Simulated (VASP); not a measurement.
# Ti5SiMo in VASP: a series of runs, part 4 of 4

VASP 6.6.1. Earlier steps stand in the parts before.

**6. Single point, PBE**

The input, INCAR:

```
ALGO = Fast
EDIFF = 1E-6
ENCUT = 520
GGA = PE
ISIF = 2
ISMEAR = 0
LASPH = T
LCHARG = F
LREAL = F
LWAVE = F
NBANDS = 48
NELM = 100
PREC = Accurate
SIGMA = 0.2
```

The input, KPOINTS:

```
k-points
0
Gamma
  6 6 4
```

The input, POSCAR:

```
Ti5SiMo
1.0
    4.4564639448     -0.0006433168     -0.0002282227
   -0.0006422216      4.4566155372     -0.0002930469
   -0.0005049705     -0.0006815008      6.0999696922
Ti Si Mo
5 1 1
Direct
    1.0000170199      0.4999975151      0.2583166287
    1.0000119149      0.5000082769      0.7416857424
    0.4999956951      0.0000173456      0.2583324470
    0.4999978508     -0.0000073762      0.7416714331
   -0.0000230818     -0.0000123805      0.0000128350
   -0.0000139071     -0.0000005682      0.4999862200
    0.5000145082      0.4999971873     -0.0000053061
```

Potentials or basis: VASP PAW PBE potentials, release 64 (Ti_sv, Si, Mo_sv).

Command:

```console
$ cat potpaw_PBE.64/Ti_sv/POTCAR potpaw_PBE.64/Si/POTCAR potpaw_PBE.64/Mo_sv/POTCAR > POTCAR
$ mpirun -np 1 vasp_std > vasp.out
```

OUTCAR:

```text
EDIFF = 1E-6
   ENCUT = 520
   GGA = PE
   ISIF = 2
   ISMEAR = 0
   LASPH = T
   LREAL = F
   NELM = 100
   PREC = Accurate

 ion  position               nearest neighbor table
   1  0.000  0.500  0.258-   6 2.67   6 2.67   5 2.73   7 2.73   7 2.73   5 2.73
   2  0.000  0.500  0.742-   6 2.67   6 2.67   5 2.73   7 2.73   7 2.73   5 2.73
   3  0.500  0.000  0.258-   6 2.67   6 2.67   5 2.73   7 2.73   5 2.73   7 2.73
   4  0.500  1.000  0.742-   6 2.67   6 2.67   5 2.73   7 2.73   7 2.73   5 2.73
   5  1.000  1.000  0.000-   2 2.73   1 2.73   4 2.73   3 2.73   3 2.73   1 2.73   4 2.73   2 2.73
                             7 3.15   7 3.15   7 3.15   7 3.15
   6  1.000  1.000  0.500-   3 2.67   1 2.67   4 2.67   2 2.67   3 2.67   4 2.67   1 2.67   2 2.67

   7  0.500  0.500  1.000-   2 2.73   1 2.73   4 2.73   3 2.73   2 2.73   1 2.73   3 2.73   4 2.73
                             5 3.15   5 3.15   5 3.15   5 3.15

  LATTYP: Found a base centered monoclinic cell.
 ALAT       =    30.8632665469
 B/A-ratio  =     0.2042365784
 C/A-ratio  =     0.2841377911
 COS(beta)  =    -0.9898630600

  Lattice vectors:

 A1 = (  -4.4541695606,  -8.9112247560, -12.1991250679)
 A2 = (  -8.9112757270,  -4.4539659020, -12.1991898921)
 A3 = (   4.4553167527,   4.4552907196,   6.0994484226)

Analysis of symmetry for initial positions (statically):
=====================================================================
 Subroutine PRICEL returns:
 Original cell was already a primitive cell.

 Routine SETGRP: Setting up the symmetry group for a
 base centered monoclinic supercell.

 Subroutine GETGRP returns: Found  1 space group operations
 (whereof  1 operations were pure point group operations)
 out of a pool of  4 trial point group operations.

The static configuration has the point symmetry C_1 .

Analysis of symmetry for dynamics (positions and initial velocities):
=====================================================================
 Subroutine PRICEL returns:
 Original cell was already a primitive cell.

 Routine SETGRP: Setting up the symmetry group for a
 base centered monoclinic supercell.

 Subroutine GETGRP returns: Found  1 space group operations
 (whereof  1 operations were pure point group operations)
 out of a pool of  4 trial point group operations.

The dynamic configuration has the point symmetry C_1 .

 Subroutine INISYM returns: Found  1 space group operations
 (whereof  1 operations are pure point group operations),
 and found     1 'primitive' translations

----------------------------------------------------------------------------------------

                                     Primitive cell

  volume of cell :     121.1499

  direct lattice vectors                    reciprocal lattice vectors
     4.456463945 -0.000643317 -0.000228223     0.224393160  0.000032337  0.000018579
    -0.000642222  4.456615537 -0.000293047     0.000032393  0.224385527  0.000025071
    -0.000504971 -0.000681501  6.099969692     0.000008397  0.000010781  0.163935243

  length of vectors
     4.456463997  4.456615593  6.099969751     0.224393163  0.224385531  0.163935243

  position of ions in fractional coordinates (direct lattice)
     0.000017020  0.499997515  0.258316629
     0.000011915  0.500008277  0.741685742
     0.499995695  0.000017346  0.258332447
     0.499997851  0.999992624  0.741671433
[... 84 lines left out ...]
  0.500000  0.000000  0.250000      2.000000
 [... further k-points ...]
   k-points           NKPTS =     76   k-points in BZ     NKDIM =     76   number of bands    NBANDS=     48
   number of dos      NEDOS =    301   number of ions     NIONS =      7
   total plane-waves  NPLWV =  62208
   dimension x,y,z NGX =    36 NGY =   36 NGZ =   48
   dimension x,y,z NGXF=    72 NGYF=   72 NGZF=   96
   ions per type =               5   1   1
   NGX,Y,Z   is equivalent  to a cutoff of  13.43, 13.43, 13.08 a.u.
   NGXF,Y,Z  is equivalent  to a cutoff of  26.86, 26.86, 26.16 a.u.
 SYSTEM =  unknown system
   PREC   = accura    normal or accurate (medium, high low for compatibility)
   ISTART =      0    job   : 0-new  1-cont  2-samecut
   ICHARG =      2    charge: 1-file 2-atom 10-const
   ISPIN  =      1    spin polarized calculation?
   LNONCOLLINEAR =      F non collinear calculations
   LSORBIT =      F    spin-orbit coupling
   LASPH  =      T    aspherical Exc in radial PAW
   ENCUT  =  520.0 eV  38.22 Ry    6.18 a.u.   8.29  8.29 11.34*2*pi/ulx,y,z
   NELM   =    100;   NELMIN=  2; NELMDL= -5     # of ELM steps
   EDIFF  = 0.1E-05   stopping-criterion for ELM
   LREAL  =      F    real-space projection
   EDIFFG = 0.1E-04   stopping-criterion for IOM
   NSW    =      0    number of steps for IOM
   IBRION =     -1    ionic relax: 0-MD 1-quasi-New 2-CG
   NFREE  =      0    steps in history (QN), initial steepest desc. (CG)
   ISIF   =      2    stress and relaxation
   ISYM   =      2    0-nonsym 1-usesym 2-fastsym
   POTIM  = 0.5000    time-step for ionic-motion
   TEBEG  =    0.0;   TEEND  =   0.0 temperature during run
   PSTRESS=    0.0 pullay stress
   NELECT =      78.0000    total number of electrons
   NUPDOWN=      -1.0000    fix difference up-down
   EMIN   =  10.00;   EMAX   =-10.00  energy-range for DOS
   EFERMI =   0.00;   METHOD = LEGACY
   ISMEAR =     0;   SIGMA  =   0.20  broadening in eV -4-tet -1-fermi 0-gaus
   EFERMI_NEDOS =   21; number of points for ismear=-14 and -15
   IALGO  =     68    algorithm
   IMIX   =      4    mixing-type and parameters
     AMIX     =   0.40;   BMIX     =  1.00
     AMIX_MAG =   1.60;   BMIX_MAG =  1.00
  volume/ion in A,a.u.               =      17.31       116.79
  Fermi-wavevector in a.u.,A,eV,Ry     =   1.413618  2.671350 27.188724  1.998315
  Thomas-Fermi vector in A             =   2.535245
   LORBIT       =      0    0 simple, 1 ext, 2 COOP (PROOUT), +10 PAW based schemes
   GGA     = PE    functional components
   LHFCALC =     F    Hartree Fock is set to
   AEXX    =    0.0000 exact exchange contribution
   IVDW    =     0    specifies the selected vdW correction
   LEPSILON=     F    determine dielectric tensor
   LRPA    =     F    only Hartree local field effects (RPA)
 non-spin polarized calculation
 RMM-DIIS sequential band-by-band and
 Gauss-broadening in eV      SIGMA  =   0.20
  energy-cutoff  :      520.00
  volume of cell :      121.15
 maximum number of plane-waves:      3294
 NGX is ok and might be reduce to    36
   NGX = 17   NGY = 17   NGZ = 23

 number of electron      77.9999982 magnetization

 Free energy of the ion-electron system (eV)
  ---------------------------------------------------
  ext. energy  EPLUGINS =         0.00000000
  ---------------------------------------------------
  free energy    TOTEN  =       -56.47099940 eV

  energy without entropy =      -56.29886064  energy(sigma->0) =      -56.38493002

 E-fermi :   8.3446     XC(G=0): -11.4321

 val. band max:        8.3406479319   @ k =  -0.0000   0.0000   0.5000
 cond. band min:       8.3712415700   @ k =   0.0000   0.3333   0.5000
 fundamental gap:      0.0305936381
 Fermi energy:         8.3445993527

 k-point     1 :       0.0000    0.0000    0.0000
  band No.  band energies     occupation
      1     -51.6869      2.00000
      2     -48.3276      2.00000
      3     -48.2866      2.00000
      4     -48.2802      2.00000
      5     -48.2551      2.00000
      6     -47.9527      2.00000
[... 1213 lines left out ...]
     47       9.8366      0.00000
     48       9.8447      0.00000

 [... further k-points ...]

------------------------ aborting loop because EDIFF is reached ----------------------------------------

  FORCE on cell =-STRESS in cart. coord.  units (eV):
  Direction    XX          YY          ZZ          XY          YZ          ZX
  --------------------------------------------------------------------------------------
  -------------------------------------------------------------------------------------
  Total       -0.0361856     -0.0383787     -0.0551056      0.0047706      0.0072053      0.0056654
  in kB       -0.4785456     -0.5075487     -0.7287581      0.0630898      0.0952884      0.0749236
  external PRESSURE =      -0.5716175 kB  Pullay stress =       0.0000000 kB

 VOLUME and BASIS-vectors are now :
 -----------------------------------------------------------------------------
  energy-cutoff  :      520.00
  volume of cell :      121.15
      direct lattice vectors                 reciprocal lattice vectors
     4.456463945 -0.000643317 -0.000228223     0.224393160  0.000032337  0.000018579
    -0.000642222  4.456615537 -0.000293047     0.000032393  0.224385527  0.000025071
    -0.000504971 -0.000681501  6.099969692     0.000008397  0.000010781  0.163935243

 POSITION                                       TOTAL-FORCE (eV/Angst)
 -----------------------------------------------------------------------------------
     -0.00038      2.22812      1.57558         0.000237      0.000062      0.000854
     -0.00064      2.22784      4.52411        -0.000337     -0.000535     -0.000879
      2.22808     -0.00042      1.57571        -0.000154      0.000144     -0.000183
      2.22721      4.45576      4.52377        -0.000263     -0.000289     -0.000046
      4.45572      4.45592     -0.00044         0.000521      0.000372     -0.000388
      4.45551      4.45563      3.04938         0.000381      0.000070      0.000555
      2.22747      2.22729      6.09968        -0.000384      0.000177      0.000086
 -----------------------------------------------------------------------------------
    total drift:                               -0.000049     -0.000023     -0.000081

  FREE ENERGIE OF THE ION-ELECTRON SYSTEM (eV)
  ---------------------------------------------------
  free  energy   TOTEN  =       -56.4709993950 eV

  energy  without entropy=      -56.2988606423  energy(sigma->0) =      -56.38493002
```

OSZICAR:

```text
N       E                     dE             d eps       ncg     rms          rms(c)
DAV:   1     0.116016948981E+04    0.11602E+04   -0.39151E+04  7296   0.194E+03
DAV:   2     0.810879586222E+02   -0.10791E+04   -0.10571E+04  7312   0.620E+02
DAV:   3    -0.496988472323E+02   -0.13079E+03   -0.12604E+03 11504   0.193E+02
[... 36 lines left out ...]
RMM:  40    -0.564709950340E+02   -0.18017E-05   -0.21357E-05  8442   0.168E-02    0.420E-03
RMM:  41    -0.564709965009E+02   -0.14669E-05   -0.17587E-05  8140   0.154E-02    0.440E-03
RMM:  42    -0.564709976708E+02   -0.11698E-05   -0.14267E-05  8025   0.142E-02    0.453E-03
RMM:  43    -0.564709986305E+02   -0.95978E-06   -0.11965E-05  7894   0.132E-02    0.462E-03
RMM:  44    -0.564709993950E+02   -0.76448E-06   -0.97832E-06  7821   0.122E-02
   1 F= -.56470999E+02 E0= -.56384930E+02  d E =-.172139E+00
```

Run time: 26 min. Hardware: 1 thread of Intel Xeon Platinum 8259CL at 2.50GHz (Skylake/Cascade Lake), shared host; peak memory 0.5 GiB.

What came out:

| Item | Value |
| --- | --- |
| Free energy | -56.4710 eV |
| Pressure | -0.1 GPa |
| Band gap on the k mesh | zero (bands 39 and 40 overlap by 0.55 eV) |

**7. Overview**

```csv
task,cell,k mesh,cutoff (eV),smearing,gap on the mesh (eV),pressure (GPa),largest force (eV/Å)
single point,"a = 4.443, b = 4.443, c = 6.137 Å, 7 atoms, atomic positions A",4 × 4 × 3,520,gaussian 0.2 eV,none,-0.1,-
single point,"a = 4.453, b = 4.453, c = 6.109 Å, 7 atoms, atomic positions B",6 × 6 × 4,520,gaussian 0.2 eV,none,0.0,0.03
relaxation of cell and atoms,"relaxed from a = 3.768, b = 3.768, c = 6.722 Å, 7 atoms, atomic positions C",4 × 4 × 3,600,gaussian 0.2 eV,none,0.0,0.05
single point,"a = 4.453, b = 4.453, c = 6.109 Å, 7 atoms, atomic positions B",8 × 8 × 6,520,gaussian 0.1 eV,none,-0.1,-
single point,"a = 4.456, b = 4.457, c = 6.100 Å, 7 atoms, atomic positions A",6 × 6 × 4,520,gaussian 0.2 eV,none,-0.1,-
```

Alike in all rows: level PBE; potentials or basis VASP PAW PBE potentials, release 64 (Ti_sv, Si, Mo_sv); no spin polarisation.

Caveats: some runs use coarse meshes; the relaxation stopped at a loose force limit of 0.08 eV/Å, so its end isn't a converged minimum (at least some runs).

Absolute energies hang on the potentials; compare differences alone.
